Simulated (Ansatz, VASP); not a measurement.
## Si: VASP beside Ansatz

The input INCAR:

```
PREC = Accurate ; ENCUT = 520
EDIFF = 1E-7 ; ISMEAR = 0
SIGMA = 0.05 ; LREAL = F
LASPH = T ; NELM = 60
ALGO = Normal ; ISIF = 2
LWAVE = F ; LCHARG = F
GGA = PE ; NBANDS = 16
```

Contents of KPOINTS:

```
regular mesh
0
Gamma
  12 12 6
```

File POSCAR:

```
Si
1.0
    3.9567452140      0.0000000000      0.0000000000
   -1.9783726070      3.4266418716      0.0000000000
    0.0000000000      0.0000000000      6.0292883571
Si
4
Direct
    0.3333333333      0.6666666667      0.0676455848
    0.6666666667      0.3333333333      0.5676455848
    0.3333333333      0.6666666667      0.4323544152
    0.6666666667      0.3333333333      0.9323544152
```

Input for Ansatz:

```yaml
crystal:
  lattice:
    - [3.956745214, 0.0, 0.0]
    - [-1.978372607, 3.4266418716, 0.0]
    - [0.0, 0.0, 6.0292883571]
  atoms:
    - { symbol: Si, position: [0.3333333333, 0.6666666667, 0.0676455848] }
    - { symbol: Si, position: [0.6666666667, 0.3333333333, 0.5676455848] }
    - { symbol: Si, position: [0.3333333333, 0.6666666667, 0.4323544152] }
    - { symbol: Si, position: [0.6666666667, 0.3333333333, 0.9323544152] }
basis:
  ecutwfc: 420
kpoints:
  mp_grid: { grid: [12, 12, 6] }
hamiltonian:
  xc: pbe
  pseudopotentials: { kind: paw, azcp: { folder: soft_1 } }
scf:
  occupations: { method: gaussian, width: 0.05 }
output:
  forces: true
  stress: true
  eigenvalues: true
```

Alike in both runs: task single point; functional PBE; k mesh 12 × 12 × 6; occupations gaussian, width 0.05 eV; no spin polarisation.

|  | VASP | Ansatz |
| --- | --- | --- |
| version | VASP 6.6.1 | Ansatz 0.2.0 |
| potentials or method | VASP PAW PBE potentials, release 64 (Si), cutoff 520 eV | scalar-relativistic, plane waves, PAW |
| valence electrons in the cell | 16 | 16 |

Ansatz gave:

```
gap on the k mesh at the Fermi level (eV)                     : none
pressure (GPa)                                                : 1.9
traceless stress, the component that is largest in VASP (GPa) : 16.75
rms of the force components (eV/Å)                            : 1.216
```

Q: Estimate VASP's values.

A: gap on the k mesh at the Fermi level (eV): none; pressure (GPa): 1.8; traceless stress, the component that is largest in VASP (GPa): 16.74; rms of the force components (eV/Å): 1.210.

Atom by atom the forces differ by 0.006 eV/Å (rms over components). A gap of «none» marks a metal or a gap that the smearing closes. The functional is the same, so the differences come from potentials, cutoffs and numerics.
